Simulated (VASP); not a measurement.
# Te in VASP: a series of runs, part 2 of 2

VASP 6.6.1. The steps go on from the part before.

## (4) Single point, LDA

INCAR reads:

```
SYSTEM = Te
ALGO = Normal
EDIFF = 1E-7
ENCUT = 520
ISIF = 2
ISMEAR = -1
LASPH = .TRUE.
LCHARG = .FALSE.
LREAL = .FALSE.
LWAVE = .FALSE.
NBANDS = 16
NELM = 60
PREC = Accurate
SIGMA = 0.05
```

KPOINTS reads:

```
k-points
0
G
  7 7 5
  0 0 0
```

POSCAR reads:

```
Te
1.0
    4.4540000000      0.0000000000      0.0000000000
   -2.2270000000      3.8572771485      0.0000000000
    0.0000000000      0.0000000000      5.9240000000
Te
3
Direct
    0.7310000000      0.7310000000      0.0000000000
    0.0000000000      0.2690000000      0.6666666667
    0.2690000000      0.0000000000      0.3333333333
```

Potentials or basis: VASP PAW LDA potentials, release 64 (Te).

The run is started by

```console
> cat potpaw_LDA.64/Te/POTCAR > POTCAR
> mpirun -np 1 vasp_std > vasp.out
```

OUTCAR:

```text
SYSTEM = Te
   EDIFF = 1E-7
   ENCUT = 520
   ISIF = 2
   ISMEAR = -1
   LASPH = .TRUE.
   LREAL = .FALSE.
   NELM = 60
   PREC = Accurate

 ion  position               nearest neighbor table
   1  0.731  0.731  0.000-   3 2.86   2 2.86   3 3.47   2 3.47   2 3.47   3 3.47
   2  0.000  0.269  0.667-   1 2.86   3 2.86   1 3.47   1 3.47   3 3.47   3 3.47
   3  0.269  0.000  0.333-   1 2.86   2 2.86   1 3.47   1 3.47   2 3.47   2 3.47

  LATTYP: Found a hexagonal cell.
 ALAT       =     4.4540000000
 C/A-ratio  =     1.3300404131

  Lattice vectors:

 A1 = (   4.4540000000,   0.0000000000,   0.0000000000)
 A2 = (  -2.2270000000,   3.8572771485,   0.0000000000)
 A3 = (   0.0000000000,   0.0000000000,   5.9240000000)

Analysis of symmetry for initial positions (statically):
=====================================================================
 Subroutine PRICEL returns:
 Original cell was already a primitive cell.

 Routine SETGRP: Setting up the symmetry group for a
 hexagonal supercell.

 Subroutine GETGRP returns: Found  6 space group operations
 (whereof  2 operations were pure point group operations)
 out of a pool of 24 trial point group operations.

The static configuration has the point symmetry C_2 .
 The point group associated with its full space group is D_3 .

Analysis of symmetry for dynamics (positions and initial velocities):
=====================================================================
 Subroutine PRICEL returns:
 Original cell was already a primitive cell.

 Routine SETGRP: Setting up the symmetry group for a
 hexagonal supercell.

 Subroutine GETGRP returns: Found  6 space group operations
 (whereof  2 operations were pure point group operations)
 out of a pool of 24 trial point group operations.

The dynamic configuration has the point symmetry C_2 .
 The point group associated with its full space group is D_3 .

 Subroutine INISYM returns: Found  6 space group operations
 (whereof  2 operations are pure point group operations),
 and found     1 'primitive' translations

----------------------------------------------------------------------------------------

                                     Primitive cell

  volume of cell :     101.7762

  direct lattice vectors                    reciprocal lattice vectors
     4.454000000  0.000000000  0.000000000     0.224517288  0.129625117  0.000000000
    -2.227000000  3.857277149  0.000000000     0.000000000  0.259250233  0.000000000
     0.000000000  0.000000000  5.924000000     0.000000000  0.000000000  0.168804862

  length of vectors
     4.454000000  4.454000000  5.924000000     0.259250233  0.259250233  0.168804862

  position of ions in fractional coordinates (direct lattice)
     0.731000000  0.731000000  0.000000000
     0.000000000  0.269000000  0.666666667
     0.269000000  0.000000000  0.333333333

  ion indices of the primitive-cell ions
   primitive index   ion index
                 1           1
                 2           2
                 3           3

----------------------------------------------------------------------------------------

 KPOINTS: k-points

Automatic generation of k-mesh.
 Grid dimensions read from file:
 generate k-points for:    7    7    5

 Generating k-lattice:

  Cartesian coordinates                     Fractional coordinates (reciprocal lattice)
     0.032073898  0.018517874  0.000000000     0.142857143  0.000000000  0.000000000
     0.000000000  0.037035748  0.000000000     0.000000000  0.142857143  0.000000000
     0.000000000  0.000000000  0.033760972     0.000000000  0.000000000  0.200000000

  Length of vectors
     0.037035748  0.037035748  0.033760972

  Shift w.r.t. Gamma in fractional coordinates (k-lattice)
     0.000000000  0.000000000  0.000000000

 Subroutine IBZKPT returns following result:
 ===========================================

 Found     32 irreducible k-points:

 Following reciprocal coordinates:
            Coordinates               Weight
  0.000000  0.000000  0.000000      1.000000
  0.142857  0.000000  0.000000      6.000000
  0.285714  0.000000  0.000000      6.000000
  0.428571  0.000000  0.000000      6.000000
  0.142857  0.142857  0.000000      6.000000
  0.285714  0.142857  0.000000     12.000000
[... 16 lines left out ...]
  0.000000  0.142857  0.400000      6.000000
  0.285714  0.000000  0.400000      6.000000
 [... further k-points ...]
   k-points           NKPTS =     32   k-points in BZ     NKDIM =     32   number of bands    NBANDS=     16
   number of dos      NEDOS =    301   number of ions     NIONS =      3
   total plane-waves  NPLWV =  62208
   dimension x,y,z NGX =    36 NGY =   36 NGZ =   48
   dimension x,y,z NGXF=    72 NGYF=   72 NGZF=   96
   ions per type =               3
   NGX,Y,Z   is equivalent  to a cutoff of  13.44, 13.44, 13.47 a.u.
   NGXF,Y,Z  is equivalent  to a cutoff of  26.87, 26.87, 26.94 a.u.
 SYSTEM =  Te
   PREC   = accura    normal or accurate (medium, high low for compatibility)
   ISTART =      0    job   : 0-new  1-cont  2-samecut
   ICHARG =      2    charge: 1-file 2-atom 10-const
   ISPIN  =      1    spin polarized calculation?
   LNONCOLLINEAR =      F non collinear calculations
   LSORBIT =      F    spin-orbit coupling
   LASPH  =      T    aspherical Exc in radial PAW
   ENCUT  =  520.0 eV  38.22 Ry    6.18 a.u.   8.28  8.28 11.01*2*pi/ulx,y,z
   NELM   =     60;   NELMIN=  2; NELMDL= -5     # of ELM steps
   EDIFF  = 0.1E-06   stopping-criterion for ELM
   LREAL  =      F    real-space projection
   EDIFFG = 0.1E-05   stopping-criterion for IOM
   NSW    =      0    number of steps for IOM
   IBRION =     -1    ionic relax: 0-MD 1-quasi-New 2-CG
   NFREE  =      0    steps in history (QN), initial steepest desc. (CG)
   ISIF   =      2    stress and relaxation
   ISYM   =      2    0-nonsym 1-usesym 2-fastsym
   POTIM  = 0.5000    time-step for ionic-motion
   TEBEG  =    0.0;   TEEND  =   0.0 temperature during run
   PSTRESS=    0.0 pullay stress
   NELECT =      18.0000    total number of electrons
   NUPDOWN=      -1.0000    fix difference up-down
   EMIN   =  10.00;   EMAX   =-10.00  energy-range for DOS
[... 5 lines left out ...]
     AMIX     =   0.40;   BMIX     =  1.00
     AMIX_MAG =   1.60;   BMIX_MAG =  1.00
  volume/ion in A,a.u.               =      33.93       228.94
  Fermi-wavevector in a.u.,A,eV,Ry     =   0.918933  1.736531 11.489263  0.844437
  Thomas-Fermi vector in A             =   2.044070
   LORBIT       =      0    0 simple, 1 ext, 2 COOP (PROOUT), +10 PAW based schemes
   GGA     = CA    functional components
   LHFCALC =     F    Hartree Fock is set to
   AEXX    =    0.0000 exact exchange contribution
   IVDW    =     0    specifies the selected vdW correction
   LEPSILON=     F    determine dielectric tensor
   LRPA    =     F    only Hartree local field effects (RPA)
 non-spin polarized calculation
  energy-cutoff  :      520.00
  volume of cell :      101.78
 maximum number of plane-waves:      2757
 NGX is ok and might be reduce to    36

 number of electron      17.9999999 magnetization

 Free energy of the ion-electron system (eV)
  ---------------------------------------------------
  ext. energy  EPLUGINS =         0.00000000
  ---------------------------------------------------
  free energy    TOTEN  =       -11.34812281 eV

  energy without entropy =      -11.34798891  energy(sigma->0) =      -11.34805586

 E-fermi :   5.9617     XC(G=0):  -9.3064

 val. band max:        5.6408242452   @ k =   0.2857   0.2857   0.4000
 cond. band min:       6.2136472998   @ k =   0.0000   0.0000   0.4000
 fundamental gap:      0.5728230546
 Fermi energy:         5.9617237827

 k-point     1 :       0.0000    0.0000    0.0000
  band No.  band energies     occupation
      1      -7.8406      2.00000
      2      -4.5519      2.00000
      3      -4.5519      2.00000
      4       2.7460      2.00000
      5       3.0455      2.00000
      6       3.0455      2.00000
[... 8 lines left out ...]
     15      11.6358      0.00000
     16      12.0415      0.00000
[... 419 lines left out ...]
 k-point    24 :       0.2857    0.0000    0.4000
  band No.  band energies     occupation
      1      -6.8352      2.00000
      2      -6.1632      2.00000
      3      -3.5568      2.00000
      4       1.2627      2.00000
      5       2.3167      2.00000
      6       2.5243      2.00000
[... 8 lines left out ...]
     15      11.7227      0.00000
     16      12.3776      0.00000

 [... further k-points ...]
[... 5 lines left out ...]
  --------------------------------------------------------------------------------------
  -------------------------------------------------------------------------------------
  Total       -1.1840607     -1.1840607     -1.1356579      0.0000000      0.0000000     -0.0000000
  in kB      -18.6396794    -18.6396794    -17.8777141      0.0000000      0.0000000     -0.0000000
  external PRESSURE =     -18.3856910 kB  Pullay stress =       0.0000000 kB

 VOLUME and BASIS-vectors are now :
 -----------------------------------------------------------------------------
  energy-cutoff  :      520.00
  volume of cell :      101.78
      direct lattice vectors                 reciprocal lattice vectors
     4.454000000  0.000000000  0.000000000     0.224517288  0.129625117  0.000000000
    -2.227000000  3.857277149  0.000000000     0.000000000  0.259250233  0.000000000
     0.000000000  0.000000000  5.924000000     0.000000000  0.000000000  0.168804862

 POSITION                                       TOTAL-FORCE (eV/Angst)
 -----------------------------------------------------------------------------------
      1.62794      2.81967      0.00000        -0.041990     -0.072728      0.000000
     -0.59906      1.03761      3.94933        -0.041990      0.072728      0.000000
      1.19813      0.00000      1.97467         0.083979     -0.000000     -0.000000
 -----------------------------------------------------------------------------------
    total drift:                               -0.000000     -0.000000      0.000000

  FREE ENERGIE OF THE ION-ELECTRON SYSTEM (eV)
  ---------------------------------------------------
  free  energy   TOTEN  =       -11.3481228087 eV

  energy  without entropy=      -11.3479889096  energy(sigma->0) =      -11.34805586
```

It used 120 s of CPU time on 1 thread of AMD EPYC 7R13 Processor (Zen 3), on a shared host.

What came out:

- Free energy: -11.3481 eV
- Pressure: -1.8 GPa
- Largest force: 0.084 eV/Å
- Band gap on the k mesh: 0.57 eV, indirect (least direct gap 0.74 eV)

Forces in eV/Å, atoms in the order of the input:
```
Te  -0.042 -0.073  0.000
Te  -0.042  0.073  0.000
Te   0.084  0.000  0.000
```

Stress tensor (GPa, compression positive):
```
-1.86  0.00  0.00
 0.00 -1.86  0.00
 0.00  0.00 -1.79
```

Levels at points of the mesh, in eV from the valence-band top:
```csv
k point,band 5,band 6,band 7,band 8,band 9,band 10,band 11,band 12,band 13,band 14
"(0.00, 0.00, 0.00)",-2.60,-2.60,-1.51,-1.51,-0.67,1.14,1.14,1.73,5.06,5.06
```

Caveat: spin-orbit coupling is left out, which moves the levels of the heavy elements. A k mesh can miss the band edges.

## (5) Single point, PBEsol, non-collinear spin, zero start, spin-orbit coupling

INCAR reads:

```
SYSTEM = Te
PREC = Accurate
ENCUT = 520
EDIFF = 1E-6
ISMEAR = -1
SIGMA = 0.05
LREAL = .FALSE.
LASPH = .TRUE.
NELM = 150
ALGO = Normal
ISIF = 2
LWAVE = .FALSE.
LCHARG = .FALSE.
LNONCOLLINEAR = .TRUE.
MAGMOM = 0 0 0 0 0 0 0 0 0
LORBIT = 11
LSORBIT = .TRUE.
GGA_COMPAT = .FALSE.
LORBMOM = .TRUE.
GGA = PS
NBANDS = 31
```

KPOINTS reads:

```
regular mesh
0
G
  5 5 4
  0 0 0
```

POSCAR is that of step 4.

Potentials or basis: VASP PAW PBE potentials, release 64 (Te).

The run is started by

```console
> cat potpaw_PBE.64/Te/POTCAR > POTCAR
> mpirun -np 1 vasp_ncl > vasp.out
```

It took 82 s on 1 thread of Intel Xeon 6975P-C (Granite Rapids), shared host; peak memory 0.5 GiB.

It converged, with:

```
Free energy                                           : -10.8895 eV
Pressure                                              : -0.5 GPa
Largest force                                         : 0.144 eV/Å
Net moment                                            : 0.00 μB per cell
Valence electrons inside the program's atomic spheres : Te 3.29
```

Forces in eV/Å, atoms in the order of the input:
```
Te  -0.072 -0.125  0.000
Te  -0.072  0.125  0.000
Te   0.144  0.000  0.000
```

Stress tensor (GPa, compression positive):
```
-0.74  0.00  0.00
 0.00 -0.74  0.00
 0.00  0.00 -0.16
```

Moments on the atoms (μB; x, y, z):
```
Te  0.00 0.00 0.00
Te  0.00 0.00 0.00
Te  0.00 0.00 0.00
```

Caveat: the PAW data sets were made with another functional, which shifts forces and pressure a little.

## (6) Single point, PBEsol (atoms moved at random)

INCAR reads:

```
  ALGO = Normal
  EDIFF = 1E-7
  ENCUT = 520
  GGA = PS
  ISIF = 2
  ISMEAR = -1
  LASPH = T
  LCHARG = F
  LREAL = F
  LWAVE = F
  NBANDS = 16
  NELM = 100
  PREC = Accurate
  SIGMA = 0.05
```

KPOINTS reads:

```
k-points
0
Gamma
  7 7 5
```

POSCAR reads:

```
Te
1.0
    4.4540000000      0.0000000000      0.0000000000
   -2.2270000000      3.8572771485      0.0000000000
    0.0000000000      0.0000000000      5.9240000000
Te
3
Direct
    0.7263560000      0.7262820000     -0.0009900000
    0.0065170000      0.2784260000      0.6737860000
    0.2737860000      0.0109860000      0.3330490000
```

Potentials or basis: VASP PAW PBE potentials, release 64 (Te).

The run is started by

```console
> cat potpaw_PBE.64/Te/POTCAR > POTCAR
> mpirun -np 1 vasp_std > vasp.out
```

Run time: 1.9 min. Hardware: 1 thread of Intel Xeon Platinum 8259CL at 2.50GHz (Skylake/Cascade Lake), shared host; peak memory 0.33 GiB.

It converged, with:

- Free energy: -10.5436 eV
- Pressure: -1.2 GPa
- Largest force: 0.197 eV/Å
- Band gap on the k mesh: 0.45 eV, indirect (least direct gap 0.68 eV)

Forces in eV/Å, atoms in the order of the input:
```
Te  -0.019  0.023  0.123
Te  -0.057  0.041 -0.184
Te   0.076 -0.063  0.062
```

Stress tensor (GPa, compression positive):
```
-1.25 -0.11 -0.04
-0.11 -1.30 -0.15
-0.04 -0.15 -1.05
```

Levels at points of the mesh, in eV from the valence-band top:
| k point | band 6 | band 7 | band 8 | band 9 | band 10 | band 11 | band 12 | band 13 |
| --- | --- | --- | --- | --- | --- | --- | --- | --- |
| (0.00, 0.00, 0.00) | -2.54 | -1.62 | -1.53 | -0.78 | 1.06 | 1.15 | 1.68 | 5.00 |

Caveat: the cell differs from its parent crystal (atoms moved at random); the PAW data sets were made with another functional, which shifts forces and pressure a little; spin-orbit coupling is left out, which moves the levels of the heavy elements.

## (7) Overview

```tsv
level	potentials or basis	spin	k mesh	smearing	gap on the mesh (eV)	pressure (GPa)	moment (μB)	largest force (eV/Å)
RPBE	VASP PAW PBE potentials, release 64 (Te)	off	7 × 7 × 5	gaussian 0.02 eV	0.66	2.7	-	0.15
PBE	VASP PAW PBE potentials, release 64 (Te)	non-collinear, zero start, SOC	5 × 5 × 4	fermi-dirac 0.05 eV	-	1.8	0.00	0.18
LDA	VASP PAW LDA potentials, release 64 (Te)	off	7 × 7 × 5	fermi-dirac 0.05 eV	0.57	-1.8	-	0.08
PBEsol	VASP PAW PBE potentials, release 64 (Te)	non-collinear, zero start, SOC	5 × 5 × 4	fermi-dirac 0.05 eV	-	-0.5	0.00	0.14
PBEsol	VASP PAW PBE potentials, release 64 (Te)	off	7 × 7 × 5	fermi-dirac 0.05 eV	0.45	-1.2	-	0.20
```

Some of these runs hold the atoms at other places in the same cell, which the table doesn't show; runs alike in all that it shows share one row.

Alike in all rows: task single point; cell as given; cutoff (eV) 520.

Caveats: the PAW data sets were made with another functional, which shifts forces and pressure a little (some runs); spin-orbit coupling is left out, which moves the levels of the heavy elements (some runs).

Absolute energies hang on the potentials; compare differences alone.
